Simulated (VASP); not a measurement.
# Cd2Se3 (P3m1) in VASP: relaxation of cell and atoms with PBE

Aim: the relaxation of cell and atoms of Cd2Se3 with PBE.

All numbers are computed with VASP 6.6.1; they aren't measurements. Logs are shortened: lines on timing, memory, paths and dates and some standing lists are left out, and cuts for length are marked.

### Step 1. The cell of the first run

The structure is trigonal, space group P3m1 (No. 156). The conventional cell has a = 4.443 Å, b = 4.443 Å, c = 9.485 Å, α = 90.00°, β = 90.00°, γ = 120.00°. Within 3.6 Å of Cd (site symmetry 3m) lie 4 Se at 2.69 to 2.71 Å. Cd (site symmetry 3m) has 4 Se at 2.68 to 2.72 Å within 3.5 Å. Se (site symmetry 3m) has 4 Cd at 2.68 to 2.69 Å within 3.5 Å. Se (site symmetry 3m) has 1 Se at 2.39 Å and 3 Cd at 2.71 Å within 3.2 Å. Se (site symmetry 3m) has 1 Se at 2.39 Å and 1 Cd at 2.72 Å within 3.2 Å.

### Step 2. Relaxation of cell and atoms, PBE

INCAR reads:

```
PREC     = Accurate       # precision mode
ENCUT    = 600            # plane-wave cutoff, eV
EDIFF    = 1E-7           # SCF threshold, eV
ISMEAR   = 0              # smearing method
SIGMA    = 0.1            # smearing width, eV
LREAL    = F              # projectors in reciprocal space
LASPH    = T              # aspherical terms in the spheres
NELM     = 80             # most SCF steps
ALGO     = Normal         # electronic algorithm
ISIF     = 3              # what is computed and relaxed
LWAVE    = F              # write WAVECAR
LCHARG   = F              # write CHGCAR
GGA      = PE             # functional
IBRION   = 2              # ionic algorithm
NSW      = 100            # ionic steps
EDIFFG   = -0.01          # ionic threshold
```

KPOINTS reads:

```
regular mesh
0
Gamma
  12 12 4
```

POSCAR reads:

```
Cd2Se3
1.0
    4.4428698153      0.0000000000      0.0000000000
   -2.2214349077      3.8476381258      0.0000000000
    0.0000000000      0.0000000000      9.4848693907
Cd Se
2 3
Direct
    0.3333333333      0.6666666667      0.0936680915
    0.0000000000      0.0000000000      0.4611732158
    0.3333333333      0.6666666667      0.3777012194
    0.0000000000      0.0000000000      0.0002638956
    0.0000000000      0.0000000000      0.7481935778
```

Potentials or basis: VASP PAW PBE potentials, release 64 (Cd, Se).

Started as:

```bash
$ cat potpaw_PBE.64/Cd/POTCAR potpaw_PBE.64/Se/POTCAR > POTCAR
$ mpirun -np 1 vasp_std > vasp.out
```

OUTCAR:

```text
PREC = Accurate
   ENCUT = 600
   EDIFF = 1E-7
   ISMEAR = 0
   LREAL = F
   LASPH = T
   NELM = 80
   ISIF = 3
   GGA = PE
   IBRION = 2
   NSW = 100
   EDIFFG = -0.01

 ion  position               nearest neighbor table
   1  0.333  0.667  0.094-   3 2.69   4 2.71   4 2.71   4 2.71
   2  0.000  0.000  0.461-   3 2.68   3 2.68   3 2.68   5 2.72
   3  0.333  0.667  0.378-   2 2.68   2 2.68   2 2.68   1 2.69
   4  0.000  0.000  0.000-   5 2.39   1 2.71   1 2.71   1 2.71
   5  0.000  0.000  0.748-   4 2.39   2 2.72

  LATTYP: Found a hexagonal cell.
 ALAT       =     4.4428698153
 C/A-ratio  =     2.1348519729

  Lattice vectors:

 A1 = (   4.4428698153,   0.0000000000,   0.0000000000)
 A2 = (  -2.2214349077,   3.8476381258,   0.0000000000)
 A3 = (   0.0000000000,   0.0000000000,   9.4848693907)

Analysis of symmetry for initial positions (statically):
=====================================================================
 Subroutine PRICEL returns:
 Original cell was already a primitive cell.

 Routine SETGRP: Setting up the symmetry group for a
 hexagonal supercell.

 Subroutine GETGRP returns: Found  6 space group operations
 (whereof  6 operations were pure point group operations)
 out of a pool of 24 trial point group operations.

The static configuration has the point symmetry C_3v.

Analysis of symmetry for dynamics (positions and initial velocities):
=====================================================================
 Subroutine PRICEL returns:
 Original cell was already a primitive cell.

 Routine SETGRP: Setting up the symmetry group for a
 hexagonal supercell.

 Subroutine GETGRP returns: Found  6 space group operations
 (whereof  6 operations were pure point group operations)
 out of a pool of 24 trial point group operations.

The dynamic configuration has the point symmetry C_3v.

 Subroutine INISYM returns: Found  6 space group operations
 (whereof  6 operations are pure point group operations),
 and found     1 'primitive' translations

----------------------------------------------------------------------------------------

                                     Primitive cell

  volume of cell :     162.1396

  direct lattice vectors                    reciprocal lattice vectors
     4.442869815  0.000000000  0.000000000     0.225079744  0.129949851  0.000000000
    -2.221434908  3.847638126  0.000000000     0.000000000  0.259899701  0.000000000
     0.000000000  0.000000000  9.484869391     0.000000000  0.000000000  0.105431078

  length of vectors
     4.442869815  4.442869815  9.484869391     0.259899701  0.259899701  0.105431078

  position of ions in fractional coordinates (direct lattice)
     0.333333333  0.666666667  0.093668091
     0.000000000  0.000000000  0.461173216
     0.333333333  0.666666667  0.377701219
     0.000000000  0.000000000  0.000263896
     0.000000000  0.000000000  0.748193578

  ion indices of the primitive-cell ions
   primitive index   ion index
                 1           1
                 2           2
                 3           3
                 4           4
                 5           5

----------------------------------------------------------------------------------------

 KPOINTS: regular mesh

Automatic generation of k-mesh.
 Grid dimensions read from file:
 generate k-points for:   12   12    4

 Generating k-lattice:

  Cartesian coordinates                     Fractional coordinates (reciprocal lattice)
     0.018756645  0.010829154  0.000000000     0.083333333  0.000000000  0.000000000
     0.000000000  0.021658308  0.000000000     0.000000000  0.083333333  0.000000000
     0.000000000  0.000000000  0.026357769     0.000000000  0.000000000  0.250000000

  Length of vectors
     0.021658308  0.021658308  0.026357769

  Shift w.r.t. Gamma in fractional coordinates (k-lattice)
     0.000000000  0.000000000  0.000000000

 Subroutine IBZKPT returns following result:
 ===========================================

 Found     69 irreducible k-points:

 Following reciprocal coordinates:
            Coordinates               Weight
  0.000000  0.000000  0.000000      1.000000
  0.083333 -0.000000  0.000000      6.000000
  0.166667 -0.000000  0.000000      6.000000
  0.250000  0.000000  0.000000      6.000000
  0.333333 -0.000000  0.000000      6.000000
  0.416667 -0.000000  0.000000      6.000000
[... 16 lines left out ...]
  0.166667 -0.000000  0.250000      6.000000
  0.000000  0.166667  0.250000      6.000000
 [... further k-points ...]
   k-points           NKPTS =     69   k-points in BZ     NKDIM =     69   number of bands    NBANDS=     25
   number of dos      NEDOS =    301   number of ions     NIONS =      5
   total plane-waves  NPLWV = 103680
   dimension x,y,z NGX =    36 NGY =   36 NGZ =   80
   dimension x,y,z NGXF=    72 NGYF=   72 NGZF=  160
   ions per type =               2   3
   NGX,Y,Z   is equivalent  to a cutoff of  13.47, 13.47, 14.02 a.u.
   NGXF,Y,Z  is equivalent  to a cutoff of  26.94, 26.94, 28.04 a.u.
 SYSTEM =  unknown system
   PREC   = accura    normal or accurate (medium, high low for compatibility)
   ISTART =      0    job   : 0-new  1-cont  2-samecut
   ICHARG =      2    charge: 1-file 2-atom 10-const
   ISPIN  =      1    spin polarized calculation?
   LNONCOLLINEAR =      F non collinear calculations
   LSORBIT =      F    spin-orbit coupling
   LASPH  =      T    aspherical Exc in radial PAW
   ENCUT  =  600.0 eV  44.10 Ry    6.64 a.u.   8.87  8.87 18.94*2*pi/ulx,y,z
   NELM   =     80;   NELMIN=  2; NELMDL= -5     # of ELM steps
   EDIFF  = 0.1E-06   stopping-criterion for ELM
   LREAL  =      F    real-space projection
   EDIFFG = -.1E-01   stopping-criterion for IOM
   NSW    =    100    number of steps for IOM
   IBRION =      2    ionic relax: 0-MD 1-quasi-New 2-CG
   NFREE  =      1    steps in history (QN), initial steepest desc. (CG)
   ISIF   =      3    stress and relaxation
   ISYM   =      2    0-nonsym 1-usesym 2-fastsym
   POTIM  = 0.5000    time-step for ionic-motion
   TEBEG  =    0.0;   TEEND  =   0.0 temperature during run
   PSTRESS=    0.0 pullay stress
   NELECT =      42.0000    total number of electrons
   NUPDOWN=      -1.0000    fix difference up-down
   EMIN   =  10.00;   EMAX   =-10.00  energy-range for DOS
   EFERMI =   0.00;   METHOD = LEGACY
   ISMEAR =     0;   SIGMA  =   0.10  broadening in eV -4-tet -1-fermi 0-gaus
   EFERMI_NEDOS =   21; number of points for ismear=-14 and -15
   IALGO  =     38    algorithm
   IMIX   =      4    mixing-type and parameters
     AMIX     =   0.40;   BMIX     =  1.00
     AMIX_MAG =   1.60;   BMIX_MAG =  1.00
  volume/ion in A,a.u.               =      32.43       218.83
  Fermi-wavevector in a.u.,A,eV,Ry     =   1.043586  1.972091 14.817718  1.089072
  Thomas-Fermi vector in A             =   2.178302
   LORBIT       =      0    0 simple, 1 ext, 2 COOP (PROOUT), +10 PAW based schemes
   GGA     = PE    functional components
   LHFCALC =     F    Hartree Fock is set to
   AEXX    =    0.0000 exact exchange contribution
   IVDW    =     0    specifies the selected vdW correction
   LEPSILON=     F    determine dielectric tensor
   LRPA    =     F    only Hartree local field effects (RPA)
 conjugate gradient relaxation of ions
 non-spin polarized calculation
 Gauss-broadening in eV      SIGMA  =   0.10
  energy-cutoff  :      600.00
  volume of cell :      162.14
 maximum number of plane-waves:      5463
   NGX = 17   NGY = 17   NGZ = 37

--------------------------------------- Ionic step        1  -------------------------------------------

 number of electron      41.9999999 magnetization

 Free energy of the ion-electron system (eV)
  ---------------------------------------------------
  ext. energy  EPLUGINS =         0.00000000
  ---------------------------------------------------
  free energy    TOTEN  =       -12.72694134 eV

  energy without entropy =      -12.70489430  energy(sigma->0) =      -12.71591782

------------------------ aborting loop because EDIFF is reached ----------------------------------------

  FORCE on cell =-STRESS in cart. coord.  units (eV):
  Direction    XX          YY          ZZ          XY          YZ          ZX
  --------------------------------------------------------------------------------------
  -------------------------------------------------------------------------------------
  Total        0.1939296      0.1939296     -0.2567753     -0.0000000     -0.0000000      0.0000000
  in kB        1.9163090      1.9163090     -2.5373163     -0.0000000     -0.0000000      0.0000000
  external PRESSURE =       0.4317672 kB  Pullay stress =       0.0000000 kB
[... 98 lines left out ...]
  FREE ENERGIE OF THE ION-ELECTRON SYSTEM (eV)
  ---------------------------------------------------
  free  energy   TOTEN  =       -12.7317343836 eV

  energy  without entropy=      -12.7130508309  energy(sigma->0) =      -12.72239261

[... ionic steps 4 to 10 ...]

--------------------------------------- Ionic step       11  -------------------------------------------

 number of electron      41.9999992 magnetization

------------------------ aborting loop because EDIFF is reached ----------------------------------------

  FORCE on cell =-STRESS in cart. coord.  units (eV):
  Direction    XX          YY          ZZ          XY          YZ          ZX
  --------------------------------------------------------------------------------------
  -------------------------------------------------------------------------------------
  Total       -0.0156351     -0.0156351     -0.0356933      0.0000000      0.0000000     -0.0000000
  in kB       -0.1533305     -0.1533305     -0.3500370      0.0000000      0.0000000     -0.0000000
  external PRESSURE =      -0.2188993 kB  Pullay stress =       0.0000000 kB
[... 63 lines left out ...]
  energy  without entropy=      -12.7156652625  energy(sigma->0) =      -12.72458586

--------------------------------------- Ionic step       13  -------------------------------------------

 number of electron      41.9999992 magnetization

 Free energy of the ion-electron system (eV)
  ---------------------------------------------------
  ext. energy  EPLUGINS =         0.00000000
  ---------------------------------------------------
  free energy    TOTEN  =       -12.73353388 eV

  energy without entropy =      -12.71575695  energy(sigma->0) =      -12.72464542

 E-fermi :   1.2471     XC(G=0):  -8.1445

 val. band max:        1.2357849491   @ k =   0.1667  -0.0000   0.2500
 cond. band min:       1.2509637169   @ k =   0.0833  -0.0000   0.5000
 fundamental gap:      0.0151787678
 Fermi energy:         1.2471322742

 k-point     1 :       0.0000    0.0000    0.0000
  band No.  band energies     occupation
      1     -13.4490      2.00000
      2     -12.4317      2.00000
      3     -10.3781      2.00000
      4      -8.0492      2.00000
      5      -8.0492      2.00000
      6      -8.0182      2.00000
[... 661 lines left out ...]
     24       3.1602      0.00000
     25       4.9598      0.00000

 [... further k-points ...]

------------------------ aborting loop because EDIFF is reached ----------------------------------------

  FORCE on cell =-STRESS in cart. coord.  units (eV):
  Direction    XX          YY          ZZ          XY          YZ          ZX
  --------------------------------------------------------------------------------------
  -------------------------------------------------------------------------------------
  Total        0.0021400      0.0021400     -0.0045820     -0.0000000      0.0000000     -0.0000000
  in kB        0.0209943      0.0209943     -0.0449510     -0.0000000      0.0000000     -0.0000000
  external PRESSURE =      -0.0009875 kB  Pullay stress =       0.0000000 kB
[... 20 lines left out ...]
  FREE ENERGIE OF THE ION-ELECTRON SYSTEM (eV)
  ---------------------------------------------------
  free  energy   TOTEN  =       -12.7335338831 eV

  energy  without entropy=      -12.7157569514  energy(sigma->0) =      -12.72464542

 reached required accuracy - stopping structural energy minimisation
```

It took 20 min on 1 thread of Intel Xeon 6975P-C (Granite Rapids), shared host; peak memory 0.55 GiB.

What came out:

```yaml
Free_energy: -12.7335 eV
Relaxed_volume: 32.66 Å³/atom
Relaxed_cell: a = 4.467 Å, b = 4.467 Å, c = 9.453 Å, α = 90.00°, β = 90.00°, γ = 120.00°
Space_group_after_relaxing_to_0.1_Å: P3m1 (No. 156)
Energy_gained_by_relaxing: 1.3 meV/atom
Ionic_steps: 13
Pressure_after_relaxing: 0.0 GPa
Largest_force_after_relaxing: 0.008 eV/Å
Band_gap_on_the_k_mesh: zero (bands 21 and 22 overlap by 0.11 eV)
```

Forces on the atoms (eV/Å):
```
Cd   0.000  0.000  0.003
Cd   0.000  0.000 -0.008
Se   0.000  0.000 -0.001
Se   0.000  0.000 -0.001
Se   0.000  0.000  0.006
```

The path:
```
step  energy change (eV)  largest force (eV/Å)  pressure (GPa)  volume (Å³)
   1              0.0000                0.2313            0.04       162.14
   2             -0.0045                0.0968            0.13       162.34
   3             -0.0048                0.1039            0.17       162.41
   4             -0.0061                0.0495           -0.01       163.35
   5             -0.0062                0.0364           -0.06       163.59
   6             -0.0064                0.0175           -0.02       163.37
   7             -0.0064                0.0102            0.01       163.20
   8             -0.0065                0.0112            0.01       163.21
   9             -0.0065                0.0191            0.02       163.23
  10             -0.0065                0.0161            0.02       163.23
  11             -0.0066                0.0191           -0.02       163.37
  12             -0.0066                0.0143           -0.01       163.33
  13             -0.0066                0.0081            0.00       163.31
```

Final structure:
```
Cd Se
1.0
     4.46651    0.00000    0.00000
    -2.23325    3.86811    0.00000
     0.00000    0.00000    9.45271
Cd Se
2 3
Direct
  0.33333 0.66667 0.09172
  0.00000 0.00000 0.46055
  0.33333 0.66667 0.37997
  0.00000 0.00000 0.99888
  0.00000 0.00000 0.74989
```

Caveat: semilocal functionals underestimate gaps, and a narrow one can read as zero.
